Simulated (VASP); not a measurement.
A run of VASP 6.6.1 is set up as follows.

INCAR

```
SYSTEM = Au
PREC = Accurate
ENCUT = 600
EDIFF = 1E-7
ISMEAR = -1
SIGMA = 0.1
LREAL = .False.
LASPH = .True.
NELM = 100
ALGO = Normal
ISIF = 3
LWAVE = .False.
LCHARG = .False.
GGA = PE
IBRION = 2
NSW = 32
EDIFFG = -0.005
PSTRESS = 550.0
```

Contents of KPOINTS:

```
Automatic mesh
0
Gamma
  17 17 15
  0 0 0
```

The input POSCAR:

```
Au
1.0
    2.6278020125      0.0000000000      0.0000000000
   -1.3139010062      2.2757432989      0.0000000000
    0.0000000000      0.0000000000      2.5655242777
Au
1
Direct
    0.0000000000      0.0000000000      0.0000000000
```

Potentials or basis: VASP PAW PBE potentials, release 64 (Au).

The run is started by

```console
$ cat potpaw_PBE.64/Au/POTCAR > POTCAR
$ mpirun -np 1 vasp_std > vasp.out
```

Q: What does it give for the space group after relaxing (to 0.1 Å)?

A: P6/mmm (No. 191).

Q: What does it give for the relaxed cell?

A: a = 2.627 Å, b = 2.627 Å, c = 2.565 Å, α = 90.00°, β = 90.00°, γ = 120.00°.

Q: Estimate the band gap on the k mesh.

A: Zero (an odd number of electrons rules out a gap without spin polarisation).

Q: Estimate the relaxed volume.

A: 15.33 Å³/atom.

Step by step:
```tsv
step	energy change (eV)	largest force (eV/Å)	pressure (GPa)	volume (Å³)
1	0.0000	0.0000	54.58	15.34
2	0.0311	0.0000	56.91	15.25
3	0.0057	0.0000	55.02	15.33
```

Caveat: the cell is relaxed towards a set pressure, so the run minimises the enthalpy, not the energy; spin-orbit coupling is left out, which moves the levels of the heavy elements.
